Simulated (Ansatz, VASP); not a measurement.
**Ti in VASP and in Ansatz**

The input INCAR:

```
ALGO = Normal
EDIFF = 1E-7
ENCUT = 520
GGA = PE
ISIF = 2
ISMEAR = 0
LASPH = T
LCHARG = T
LELF = T
LREAL = F
LVHAR = T
LWAVE = F
NBANDS = 12
NELM = 60
PREC = Accurate
SIGMA = 0.15
```

File KPOINTS:

```
k-points
0
Gamma
  20 20 20
```

Contents of POSCAR:

```
Ti
1.0
    0.0000000000      1.9527032881      2.2788047372
    1.9527032881      0.0000000000      2.2788047372
    1.9527032881      1.9527032881      0.0000000000
Ti
1
Direct
    0.0000000000      0.0000000000      0.0000000000
```

Input for Ansatz:

```yaml
crystal:
  lattice:
    - [0.0, 1.9527032881, 2.2788047372]
    - [1.9527032881, 0.0, 2.2788047372]
    - [1.9527032881, 1.9527032881, 0.0]
  atoms:
    - { symbol: Ti, position: [0.0, 0.0, 0.0] }
basis:
  ecutwfc: 520.0
kpoints:
  mp_grid: { grid: [20, 20, 20] }
hamiltonian:
  xc: pbe
  pseudopotentials: { kind: paw, azcp: { folder: soft_1 } }
scf:
  occupations: { method: gaussian, width: 0.15 }
output:
  forces: true
  stress: true
  eigenvalues: true
```

Alike in both runs: task single point; functional PBE; k mesh 20 × 20 × 20; occupations gaussian, width 0.15 eV; no spin polarisation.

|  | VASP | Ansatz |
| --- | --- | --- |
| version | VASP 6.6.1 | Ansatz 0.2.0 |
| potentials or method | VASP PAW PBE potentials, release 64 (Ti_sv), cutoff 520 eV | scalar-relativistic, plane waves, PAW |
| valence electrons in the cell | 12 | 12 |

Ansatz gave:

- gap on the k mesh at the Fermi level (eV): none
- pressure (GPa): -0.4
- traceless stress, the component that is largest in VASP (GPa): -3.33

Problem. Which values does VASP return?

Solution. gap on the k mesh at the Fermi level (eV): none; pressure (GPa): -0.6; traceless stress, the component that is largest in VASP (GPa): -3.36.

A gap of «none» marks a metal or a gap that the smearing closes.
